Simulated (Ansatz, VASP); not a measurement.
Hf in VASP and in Ansatz

```
Hf
1.0
    -1.75308    1.75308    1.75308
     1.75308   -1.75308    1.75308
     1.75308    1.75308   -1.75308
Hf
1
Direct
  0.00000 0.00000 0.00000
```

Alike in both runs: functional PBE; dispersion D3(BJ); k mesh 8 × 8 × 8; occupations gaussian, width 0.1 eV; no spin polarisation.

Ansatz relaxed the structure, and its values are those at the end. VASP's run is a single point on that final structure, the one shown.

|  | VASP | Ansatz |
| --- | --- | --- |
| version | VASP 6.6.1 | Ansatz 0.2.0 |
| potentials or method | VASP PAW PBE potentials, release 64 (Hf_pv), cutoff 500 eV | scalar-relativistic, plane waves, PAW |
| valence electrons in the cell | 10 | 26 |

VASP gave:

| Property | Result |
| --- | --- |
| gap on the k mesh at the Fermi level (eV) | none |
| pressure (GPa) | -0.3 |

Problem. Estimate Ansatz's values.

Solution. gap on the k mesh at the Fermi level (eV): none; pressure (GPa): 0.0.

A gap of «none» marks a metal or a gap that the smearing closes. VASP's potentials hold 10 valence electrons a cell and Ansatz's 26, so a difference there can come from the potentials and not from the codes.

Neither program's run includes spin-orbit coupling.
